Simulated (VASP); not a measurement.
LuC2:

```
Lu C
1.0
    -1.78296    1.78296    3.02895
     1.78296   -1.78296    3.02895
     1.78296    1.78296   -3.02895
Lu C
1 2
Cartesian
  0.0000 0.0000 0.0000
  0.0000 0.0000 3.6828
  0.0000 0.0000 2.3751
```

```yaml
Program: VASP 6.6.1
Task: relaxation of volume and atoms at fixed shape
Functional: LDA
Potentials_or_basis: VASP PAW PBE potentials, release 64 (Lu, C)
Cutoff: 600 eV
k_mesh: 7 × 7 × 8
Occupations: gaussian, width 0.05 eV
Spin: no spin polarisation
```

At the start: pressure -8.5 GPa; volume 12.84 Å³/atom.

How do energy, volume and symmetry change on relaxing?

Over 6 steps the energy falls by 20.5 meV/atom and the volume is 12.07 Å³/atom (-6.0 %); space group I4/mmm (No. 139, to 0.1 Å) before and after.

The path:
| step | energy change (eV) | largest force (eV/Å) | pressure (GPa) | volume (Å³) |
| --- | --- | --- | --- | --- |
| 1 | 0.0000 | 0.2653 | -8.47 | 38.52 |
| 2 | 0.0664 | 3.9912 | 12.30 | 34.86 |
| 3 | -0.0423 | 1.1914 | -1.36 | 37.05 |
| 4 | 0.0018 | 1.9719 | 3.59 | 34.78 |
| 5 | -0.0615 | 0.0519 | 0.06 | 36.23 |
| 6 | -0.0615 | 0.0177 | 0.05 | 36.21 |

Final structure:
```cif
data_structure
_symmetry_space_group_name_H-M 'P 1'
_symmetry_Int_Tables_number 1
_cell_length_a 3.8609
_cell_length_b 3.8609
_cell_length_c 3.8609
_cell_angle_alpha 126.205
_cell_angle_beta 126.205
_cell_angle_gamma 79.552
_cell_volume 36.21
loop_
_atom_site_label
_atom_site_type_symbol
_atom_site_fract_x
_atom_site_fract_y
_atom_site_fract_z
_atom_site_occupancy
Lu1 Lu 0.00000 0.00000 0.00000 1
C1 C 0.60931 0.60931 0.00000 1
C2 C 0.39069 0.39069 0.00000 1
```

Caveat: the PAW data sets were made with another functional, which shifts forces and pressure a little.
